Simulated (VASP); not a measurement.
Runs of VASP 6.6.1 on Ti3Se. The structure is that of space group P-6m2 (No. 187), or close to it. The cells are those of the table. 

```csv
cell,gap on the mesh (eV),pressure (GPa),largest force (eV/Å)
"a = 3.240, b = 3.240, c = 8.047 Å, angles 90.0, 90.0, 120.0°, 4 atoms",none,-8.1,0.18
"a = 3.197, b = 3.197, c = 7.943 Å, angles 90.0, 90.0, 120.0°, 4 atoms",none,(a),0.07
"a = 3.219, b = 3.219, c = 7.995 Å, angles 90.0, 90.0, 120.0°, 4 atoms",none,-6.3,0.13
"a = 3.260, b = 3.260, c = 8.099 Å, angles 90.0, 90.0, 120.0°, 4 atoms",none,-9.7,0.22
```

Alike in all rows: task single point; level PBEsol; potentials or basis VASP PAW PBE potentials, release 64 (Se, Ti_sv); no spin polarisation; k mesh 10 × 10 × 4; cutoff (eV) 520; smearing fermi-dirac 0.05 eV.

Task: Estimate the missing entries.

Result: (a) -4.4.

Caveats: the cell stands under tension; the PAW data sets were made with another functional, which shifts forces and pressure a little.

A k mesh can miss the band edges, and the runs leave out spin-orbit coupling on Se.

A gap of «none» marks levels without a gap at the run's occupations.
